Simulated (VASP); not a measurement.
Here is a VASP 6.6.1 calculation.

File INCAR:

```
SYSTEM = BN
ALGO     = Normal         ! electronic algorithm
EDIFF    = 1E-6           ! SCF threshold, eV
ENCUT    = 520            ! plane-wave cutoff, eV
ISIF     = 2              ! what is computed and relaxed
ISMEAR   = 0              ! smearing method
LASPH    = .TRUE.         ! aspherical terms in the spheres
LCHARG   = .TRUE.         ! write CHGCAR
LELF     = .TRUE.         ! ELF
LREAL    = .FALSE.        ! projectors in reciprocal space
LVHAR    = .TRUE.       
LWAVE    = .FALSE.        ! write WAVECAR
NBANDS   = 16             ! bands
NELM     = 80             ! most SCF steps
PREC     = Accurate       ! precision mode
SIGMA    = 0.0025         ! smearing width, eV
```

File KPOINTS:

```
k-points
0
G
  3 3 1
  0 0 0
```

POSCAR

```
BN
1.0
    2.5788298712      0.0000000000      0.0000000000
   -1.2894149356      2.2333321805      0.0000000000
    0.0000000000      0.0000000000      4.0548590585
B N
2 2
Direct
    0.6666666667      0.3333333333      1.0102618088
    0.3333333333      0.6666666667      0.5102618088
    0.6666666667      0.3333333333      0.6147381912
    0.3333333333      0.6666666667      0.1147381912
```

Potentials or basis: VASP PAW LDA potentials, release 64 (B, N).

The run is started by

```bash
$ cat potpaw_LDA.64/B/POTCAR potpaw_LDA.64/N/POTCAR > POTCAR
$ mpirun -np 1 vasp_std > vasp.out
```

(1) Estimate the band gap on the k mesh.

(2) What does it give for the pressure?

(3) What does it give for the largest force?

## Answers

(1) 5.32 eV, indirect (least direct gap 7.31 eV).

(2) -2.1 GPa.

(3) 0.008 eV/Å.

Caveat: the k points lie up to 1.55 Å⁻¹ apart.
